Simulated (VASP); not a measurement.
Here is a VASP 6.6.1 calculation.

The input INCAR:

```
PREC = Accurate
ENCUT = 500
EDIFF = 1E-6
ISMEAR = 0
SIGMA = 0.02
LREAL = F
LASPH = T
NELM = 120
ALGO = Normal
ISIF = 2
LWAVE = F
LCHARG = F
NBANDS = 35
GGA_COMPAT = F
```

File KPOINTS:

```
regular mesh
0
Gamma
  12 12 4
```

Contents of POSCAR:

```
WS2
1.0
    3.1267849885      0.0000000028      0.0000000000
   -1.5633924967      2.7078752308      0.0000000000
    0.0000000000      0.0000000000     12.1627005541
W S
2 4
Direct
    0.3333333333      0.6666666667      0.2500000000
    0.6666666667      0.3333333333      0.7500000000
    0.3333333333      0.6666666667      0.6215753880
    0.6666666667      0.3333333333      0.1215753880
    0.3333333333      0.6666666667      0.8784246120
    0.6666666667      0.3333333333      0.3784246120
```

Potentials or basis: VASP PAW LDA potentials, release 64 (W_sv, S).

Run with:

```sh
$ cat potpaw_LDA.64/W_sv/POTCAR potpaw_LDA.64/S/POTCAR > POTCAR
$ mpirun -np 1 vasp_std > vasp.out
```

(1) What does it give for the band gap on the k mesh?

(2) What does it give for the pressure?

(3) Estimate the largest force.

## Answers

(1) 0.85 eV, indirect (least direct gap 1.89 eV).

(2) 0.4 GPa.

(3) 0.050 eV/Å.

Caveat: spin-orbit coupling is left out, which moves the levels of the heavy elements.
